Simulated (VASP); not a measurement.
# AlCo (Pm-3m) in VASP: notebook

The runs below take AlCo through single point, with r2SCAN.

Program: VASP 6.6.1. These are calculated values, not measurements. Logs are shortened: lines on timing, memory, paths and dates and some standing lists are left out, and cuts for length are marked.

## Step 1: The cell of the first run

It takes space group Pm-3m (No. 221, cubic). Conventional cell: a = 2.687 Å, b = 2.687 Å, c = 2.687 Å, α = 90.00°, β = 90.00°, γ = 90.00°. Within 3.1 Å of Al (site symmetry m-3m) lie 8 Co at 2.33 Å and 6 Al at 2.69 Å. Co (site symmetry m-3m) has 8 Al at 2.33 Å and 6 Co at 2.69 Å within 3.1 Å.

## Step 2: Single point, r2SCAN, collinear spin, ferromagnetic start

Input file POSCAR:

```
AlCo
1.0
    2.6873183638      0.0000000000      0.0000000000
    0.0000000000      2.6873183638      0.0000000000
    0.0000000000      0.0000000000      2.6873183638
Al Co
1 1
Direct
    0.0000000000      0.0000000000      0.0000000000
    0.5000000000      0.5000000000      0.5000000000
```

Input file INCAR.step1:

```
SYSTEM = AlCo
PREC = Accurate
ENCUT = 520
ISMEAR = 0
SIGMA = 0.1
LREAL = .False.
LASPH = .True.
NELM = 150
ISPIN = 2
MAGMOM = 0 1.8
LMAXMIX = 4
NBANDS = 17
GGA = PE
ALGO = Normal
EDIFF = 1E-4
LWAVE = .True.
LCHARG = .False.
```

Input file INCAR.step2:

```
SYSTEM = AlCo
PREC = Accurate
ENCUT = 520
EDIFF = 1E-6
ISMEAR = 0
SIGMA = 0.1
LREAL = .False.
LASPH = .True.
NELM = 150
ALGO = Normal
ISIF = 2
LWAVE = .False.
LCHARG = .False.
ISPIN = 2
MAGMOM = 0 1.8
LORBIT = 11
LMAXMIX = 4
METAGGA = R2SCAN
LMIXTAU = .True.
NBANDS = 17
ISTART = 1
```

Input file KPOINTS:

```
regular mesh
0
Gamma
  12 12 12
  0 0 0
```

Potentials or basis: VASP PAW PBE potentials, release 64 (Al, Co).

Command:

```sh
cat potpaw_PBE.64/Al/POTCAR potpaw_PBE.64/Co/POTCAR > POTCAR
cp INCAR.step1 INCAR
mpirun -np 1 vasp_std > vasp.out
cp INCAR.step2 INCAR
mpirun -np 1 vasp_std > vasp.out
```

OUTCAR:

```text
SYSTEM = AlCo
   PREC = Accurate
   ENCUT = 520
   EDIFF = 1E-6
   ISMEAR = 0
   LREAL = .False.
   LASPH = .True.
   NELM = 150
   ISIF = 2
   ISPIN = 2
   LORBIT = 11
   METAGGA = R2SCAN
   ISTART = 1

 ion  position               nearest neighbor table
   1  0.000  0.000  0.000-   2 2.33   2 2.33   2 2.33   2 2.33   2 2.33   2 2.33   2 2.33   2 2.33

   2  0.500  0.500  0.500-   1 2.33   1 2.33   1 2.33   1 2.33   1 2.33   1 2.33   1 2.33   1 2.33

  LATTYP: Found a simple cubic cell.
 ALAT       =     2.6873183638

  Lattice vectors:

 A1 = (   2.6873183638,   0.0000000000,   0.0000000000)
 A2 = (   0.0000000000,   2.6873183638,   0.0000000000)
 A3 = (   0.0000000000,   0.0000000000,   2.6873183638)

Analysis of symmetry for initial positions (statically):
=====================================================================
 Subroutine PRICEL returns:
 Original cell was already a primitive cell.

 Routine SETGRP: Setting up the symmetry group for a
 simple cubic supercell.

 Subroutine GETGRP returns: Found 48 space group operations
 (whereof 48 operations were pure point group operations)
 out of a pool of 48 trial point group operations.

The static configuration has the point symmetry O_h .

Analysis of symmetry for dynamics (positions and initial velocities):
=====================================================================
 Subroutine PRICEL returns:
 Original cell was already a primitive cell.

 Routine SETGRP: Setting up the symmetry group for a
 simple cubic supercell.

 Subroutine GETGRP returns: Found 48 space group operations
 (whereof 48 operations were pure point group operations)
 out of a pool of 48 trial point group operations.

The dynamic configuration has the point symmetry O_h .

Analysis of structural, dynamic, and magnetic symmetry:
=====================================================================
 Subroutine PRICEL returns:
 Original cell was already a primitive cell.

 Routine SETGRP: Setting up the symmetry group for a
 simple cubic supercell.

 Subroutine GETGRP returns: Found 48 space group operations
 (whereof 48 operations were pure point group operations)
 out of a pool of 48 trial point group operations.

The overall configuration has the point symmetry O_h .

 Subroutine INISYM returns: Found 48 space group operations
 (whereof 48 operations are pure point group operations),
 and found     1 'primitive' translations

----------------------------------------------------------------------------------------

                                     Primitive cell

  volume of cell :      19.4070

  direct lattice vectors                    reciprocal lattice vectors
     2.687318364  0.000000000  0.000000000     0.372118173  0.000000000  0.000000000
     0.000000000  2.687318364  0.000000000     0.000000000  0.372118173  0.000000000
     0.000000000  0.000000000  2.687318364     0.000000000  0.000000000  0.372118173

  length of vectors
     2.687318364  2.687318364  2.687318364     0.372118173  0.372118173  0.372118173

  position of ions in fractional coordinates (direct lattice)
     0.000000000  0.000000000  0.000000000
     0.500000000  0.500000000  0.500000000

  ion indices of the primitive-cell ions
   primitive index   ion index
                 1           1
                 2           2

----------------------------------------------------------------------------------------

 KPOINTS: regular mesh

Automatic generation of k-mesh.
 Grid dimensions read from file:
 generate k-points for:   12   12   12

 Generating k-lattice:

  Cartesian coordinates                     Fractional coordinates (reciprocal lattice)
     0.031009848  0.000000000  0.000000000     0.083333333  0.000000000  0.000000000
     0.000000000  0.031009848  0.000000000     0.000000000  0.083333333  0.000000000
     0.000000000  0.000000000  0.031009848     0.000000000  0.000000000  0.083333333

  Length of vectors
     0.031009848  0.031009848  0.031009848

  Shift w.r.t. Gamma in fractional coordinates (k-lattice)
     0.000000000  0.000000000  0.000000000

 Subroutine IBZKPT returns following result:
 ===========================================

 Found     84 irreducible k-points:

 Following reciprocal coordinates:
            Coordinates               Weight
  0.000000  0.000000  0.000000      1.000000
  0.083333  0.000000  0.000000      6.000000
  0.166667  0.000000  0.000000      6.000000
  0.250000  0.000000  0.000000      6.000000
  0.333333  0.000000  0.000000      6.000000
  0.416667  0.000000  0.000000      6.000000
[... 16 lines left out ...]
  0.333333  0.333333  0.000000     12.000000
  0.416667  0.333333  0.000000     24.000000
 [... further k-points ...]
   k-points           NKPTS =     84   k-points in BZ     NKDIM =     84   number of bands    NBANDS=     17
   number of dos      NEDOS =    301   number of ions     NIONS =      2
   total plane-waves  NPLWV =   8000
   dimension x,y,z NGX =    20 NGY =   20 NGZ =   20
   dimension x,y,z NGXF=    40 NGYF=   40 NGZF=   40
   ions per type =               1   1
   NGX,Y,Z   is equivalent  to a cutoff of  12.37, 12.37, 12.37 a.u.
   NGXF,Y,Z  is equivalent  to a cutoff of  24.75, 24.75, 24.75 a.u.
 SYSTEM =  AlCo
   PREC   = accura    normal or accurate (medium, high low for compatibility)
   ISTART =      1    job   : 0-new  1-cont  2-samecut
   ICHARG =      0    charge: 1-file 2-atom 10-const
   ISPIN  =      2    spin polarized calculation?
   LNONCOLLINEAR =      F non collinear calculations
   LSORBIT =      F    spin-orbit coupling
   LASPH  =      T    aspherical Exc in radial PAW
   ENCUT  =  520.0 eV  38.22 Ry    6.18 a.u.   5.00  5.00  5.00*2*pi/ulx,y,z
   NELM   =    150;   NELMIN=  2; NELMDL=  0     # of ELM steps
   EDIFF  = 0.1E-05   stopping-criterion for ELM
   LREAL  =      F    real-space projection
   EDIFFG = 0.1E-04   stopping-criterion for IOM
   NSW    =      0    number of steps for IOM
   IBRION =     -1    ionic relax: 0-MD 1-quasi-New 2-CG
   NFREE  =      0    steps in history (QN), initial steepest desc. (CG)
   ISIF   =      2    stress and relaxation
   ISYM   =      2    0-nonsym 1-usesym 2-fastsym
   POTIM  = 0.5000    time-step for ionic-motion
   TEBEG  =    0.0;   TEEND  =   0.0 temperature during run
   PSTRESS=    0.0 pullay stress
   NELECT =      12.0000    total number of electrons
   NUPDOWN=      -1.0000    fix difference up-down
   EMIN   =  10.00;   EMAX   =-10.00  energy-range for DOS
   EFERMI =   0.00;   METHOD = LEGACY
   ISMEAR =     0;   SIGMA  =   0.10  broadening in eV -4-tet -1-fermi 0-gaus
   EFERMI_NEDOS =   21; number of points for ismear=-14 and -15
   IALGO  =     38    algorithm
   IMIX   =      4    mixing-type and parameters
     AMIX     =   0.40;   BMIX     =  1.00
     AMIX_MAG =   1.60;   BMIX_MAG =  1.00
  volume/ion in A,a.u.               =       9.70        65.48
  Fermi-wavevector in a.u.,A,eV,Ry     =   1.394706  2.635613 26.466133  1.945206
  Thomas-Fermi vector in A             =   2.518229
   LORBIT       =     11    0 simple, 1 ext, 2 COOP (PROOUT), +10 PAW based schemes
   METAGGA = R2SCAN    functional components
   LHFCALC =     F    Hartree Fock is set to
   AEXX    =    0.0000 exact exchange contribution
   IVDW    =     0    specifies the selected vdW correction
   LEPSILON=     F    determine dielectric tensor
   LRPA    =     F    only Hartree local field effects (RPA)
 spin polarized calculation
 Gauss-broadening in eV      SIGMA  =   0.10
  energy-cutoff  :      520.00
  volume of cell :       19.41
 maximum number of plane-waves:       552
 NGX is ok and might be reduce to    20
   NGX =  9   NGY =  9   NGZ =  9

 number of electron      11.9999997 magnetization      -0.0000365

 Free energy of the ion-electron system (eV)
  ---------------------------------------------------
  ext. energy  EPLUGINS =         0.00000000
  ---------------------------------------------------
  free energy    TOTEN  =       -20.74638287 eV

  energy without entropy =      -20.74399443  energy(sigma->0) =      -20.74518865

 E-fermi :  13.0949     XC(G=0): -14.2283

 val. band max:       13.0155339692   @ k =   0.5000   0.5000   0.2500
 cond. band min:      13.1260455473   @ k =   0.5000   0.4167   0.1667
 fundamental gap:      0.1105115780
 Fermi energy:        13.0949097677

 spin component 1

 k-point     1 :       0.0000    0.0000    0.0000
  band No.  band energies     occupation
      1       0.0602      1.00000
      2       9.0597      1.00000
      3       9.0597      1.00000
      4      11.7380      1.00000
      5      11.7380      1.00000
      6      11.7380      1.00000
[... 9 lines left out ...]
     16      39.7785      0.00000
     17      39.7785      0.00000
[... 441 lines left out ...]
 k-point    24 :       0.4167    0.3333    0.0000
  band No.  band energies     occupation
      1       5.5446      1.00000
      2       7.8526      1.00000
      3       9.7129      1.00000
      4      10.4108      1.00000
      5      10.8409      1.00000
      6      11.0599      1.00000
[... 9 lines left out ...]
     16      39.1158      0.00000
     17      39.3681      0.00000

 [... further k-points ...]

 spin component 2

 k-point     1 :       0.0000    0.0000    0.0000
  band No.  band energies     occupation
      1       0.0603      1.00000
      2       9.0596      1.00000
      3       9.0596      1.00000
      4      11.7380      1.00000
      5      11.7380      1.00000
      6      11.7380      1.00000
[... 9 lines left out ...]
     16      39.7785      0.00000
     17      39.7785      0.00000
[... 441 lines left out ...]
 k-point    24 :       0.4167    0.3333    0.0000
  band No.  band energies     occupation
      1       5.5446      1.00000
      2       7.8526      1.00000
      3       9.7129      1.00000
      4      10.4107      1.00000
      5      10.8408      1.00000
      6      11.0599      1.00000
[... 9 lines left out ...]
     16      39.1158      0.00000
     17      39.3681      0.00000

 [... further k-points ...]

------------------------ aborting loop because EDIFF is reached ----------------------------------------

  FORCE on cell =-STRESS in cart. coord.  units (eV):
  Direction    XX          YY          ZZ          XY          YZ          ZX
  --------------------------------------------------------------------------------------
  -------------------------------------------------------------------------------------
  Total        4.8197798      4.8197798      4.8197798      0.0000000      0.0000000      0.0000000
  in kB      397.9059340    397.9059340    397.9059340      0.0000000      0.0000000      0.0000000
  external PRESSURE =     397.9059340 kB  Pullay stress =       0.0000000 kB

 VOLUME and BASIS-vectors are now :
 -----------------------------------------------------------------------------
  energy-cutoff  :      520.00
  volume of cell :       19.41
      direct lattice vectors                 reciprocal lattice vectors
     2.687318364  0.000000000  0.000000000     0.372118173  0.000000000  0.000000000
     0.000000000  2.687318364  0.000000000     0.000000000  0.372118173  0.000000000
     0.000000000  0.000000000  2.687318364     0.000000000  0.000000000  0.372118173

 POSITION                                       TOTAL-FORCE (eV/Angst)
 -----------------------------------------------------------------------------------
      0.00000      0.00000      0.00000         0.000000      0.000000      0.000000
      1.34366      1.34366      1.34366         0.000000      0.000000      0.000000
 -----------------------------------------------------------------------------------
    total drift:                               -0.000000      0.000000      0.000000

  FREE ENERGIE OF THE ION-ELECTRON SYSTEM (eV)
  ---------------------------------------------------
  free  energy   TOTEN  =       -20.7463828701 eV

  energy  without entropy=      -20.7439944257  energy(sigma->0) =      -20.74518865

 total charge

# of ion       s       p       d       tot
------------------------------------------
    1        0.423   0.532   0.000   0.955
    2        0.531   0.717   7.635   8.883
--------------------------------------------------
tot          0.954   1.249   7.635   9.839

 magnetization (x)

# of ion       s       p       d       tot
------------------------------------------
    1        0.000   0.000   0.000   0.000
    2        0.000   0.000  -0.000  -0.000
--------------------------------------------------
tot          0.000   0.000  -0.000  -0.000
```

Wall time 4 min (1 thread of AMD EPYC 7R13, shared host); peak memory 0.14 GiB.

Results:

| Property | Result |
| --- | --- |
| Free energy | -20.7464 eV |
| Pressure | 39.8 GPa |
| Band gap on the k mesh | zero (filled and empty bands overlap) |
| Net moment | 0.00 μB per cell |
| Valence electrons inside the program's atomic spheres | Al 0.95; Co 8.88 |

Levels at points of the mesh, in eV from the Fermi level:
Spin up:
```tsv
k point	band 4	band 5	band 6	band 7	band 8	band 9
(0.00, 0.00, 0.00)	-1.36	-1.36	-1.36	7.31	7.31	7.31
(0.50, 0.00, 0.00)	-2.47	-2.47	-1.21	0.34	8.87	12.16
(0.50, 0.50, 0.00)	-3.35	-2.26	-2.26	-0.26	3.11	4.70
(0.50, 0.50, 0.50)	-0.21	-0.21	2.33	2.33	2.33	6.46
```
Spin down:
| k point | band 3 | band 4 | band 5 | band 6 | band 7 | band 8 | band 9 | band 10 |
| --- | --- | --- | --- | --- | --- | --- | --- | --- |
| (0.00, 0.00, 0.00) | -4.04 | -1.36 | -1.36 | -1.36 | 7.31 | 7.31 | 7.31 | 9.75 |
| (0.50, 0.00, 0.00) | -3.19 | -2.47 | -2.47 | -1.21 | 0.34 | 8.87 | 12.16 | 12.16 |
| (0.50, 0.50, 0.00) | -3.35 | -3.35 | -2.26 | -2.26 | -0.26 | 3.11 | 4.70 | 15.99 |
| (0.50, 0.50, 0.50) | -5.24 | -0.21 | -0.21 | 2.33 | 2.33 | 2.33 | 6.46 | 6.46 |

Caveat: the cell stands under pressure; the moments typed at the start vanished in this run; the PAW data sets were made with another functional, which shifts forces and pressure a little.

## Step 3: Single point, r2SCAN, collinear spin, ferromagnetic start

This run uses another cell than the first one, of 10.00 Å³/atom.

Input file POSCAR:

```
AlCo
1.0
    2.7143244356      0.0000000000      0.0000000000
    0.0000000000      2.7143244356      0.0000000000
    0.0000000000      0.0000000000      2.7143244356
Al Co
1 1
Direct
    0.0000000000      0.0000000000      0.0000000000
    0.5000000000      0.5000000000      0.5000000000
```

Input file INCAR.step1:

```
PREC = Accurate ; ENCUT = 520
ISMEAR = 0 ; SIGMA = 0.1
LREAL = False ; LASPH = True
NELM = 150 ; ISPIN = 2
MAGMOM = 0 1.8 ; LMAXMIX = 4
NBANDS = 17 ; GGA = PE
ALGO = Normal ; EDIFF = 1E-4
LWAVE = True ; LCHARG = False
```

Input file INCAR.step2:

```
PREC = Accurate ; ENCUT = 520
EDIFF = 1E-7 ; ISMEAR = 0
SIGMA = 0.1 ; LREAL = False
LASPH = True ; NELM = 150
ALGO = Normal ; ISIF = 2
LWAVE = False ; LCHARG = True
ISPIN = 2 ; MAGMOM = 0 1.8
LORBIT = 11 ; LMAXMIX = 4
METAGGA = R2SCAN ; LMIXTAU = True
LELF = True ; LVHAR = True
NBANDS = 17 ; ISTART = 1
```

Input file KPOINTS:

```
Automatic mesh
0
Gamma
  12 12 12
```

Potentials or basis: VASP PAW PBE potentials, release 64 (Al, Co).

Command:

```sh
cat potpaw_PBE.64/Al/POTCAR potpaw_PBE.64/Co/POTCAR > POTCAR
cp INCAR.step1 INCAR
mpirun -np 1 vasp_std > vasp.out
cp INCAR.step2 INCAR
mpirun -np 1 vasp_std > vasp.out
```

Run time: 4.6 min. Hardware: 1 thread of AMD EPYC 7R13, shared host; peak memory 0.14 GiB.

It converged, with:

```yaml
Free_energy: -20.8738 eV
Pressure: 29.6 GPa
Band_gap_on_the_k_mesh: zero (filled and empty bands overlap)
Net_moment: 0.00 μB per cell
Valence_electrons_inside_the_program's_atomic_spheres: Al 0.93; Co 8.81
```

Levels at points of the mesh, in eV from the Fermi level:
Spin up:
```
           k point  band 4  band 5  band 6  band 7  band 8  band 9
(0.00, 0.00, 0.00)   -1.31   -1.31   -1.31    7.12    7.12    7.12
(0.50, 0.00, 0.00)   -2.38   -2.38   -1.17    0.31    8.85   11.97
(0.50, 0.50, 0.00)   -3.29   -2.17   -2.17   -0.25    3.00    4.49
(0.50, 0.50, 0.50)   -0.20   -0.20    2.33    2.33    2.33    6.27
```
Spin down:
| k point | band 4 | band 5 | band 6 | band 7 | band 8 | band 9 |
| --- | --- | --- | --- | --- | --- | --- |
| (0.00, 0.00, 0.00) | -1.31 | -1.31 | -1.31 | 7.12 | 7.12 | 7.12 |
| (0.50, 0.00, 0.00) | -2.38 | -2.38 | -1.17 | 0.31 | 8.85 | 11.97 |
| (0.50, 0.50, 0.00) | -3.29 | -2.17 | -2.17 | -0.25 | 3.00 | 4.49 |
| (0.50, 0.50, 0.50) | -0.20 | -0.20 | 2.33 | 2.33 | 2.33 | 6.27 |

Caveat: the cell stands under pressure; the moments typed at the start vanished in this run; the PAW data sets were made with another functional, which shifts forces and pressure a little.

(Continued in part 2 of 2.)

The gap in the log of VASP goes by the Fermi energy; the results here count the filled bands.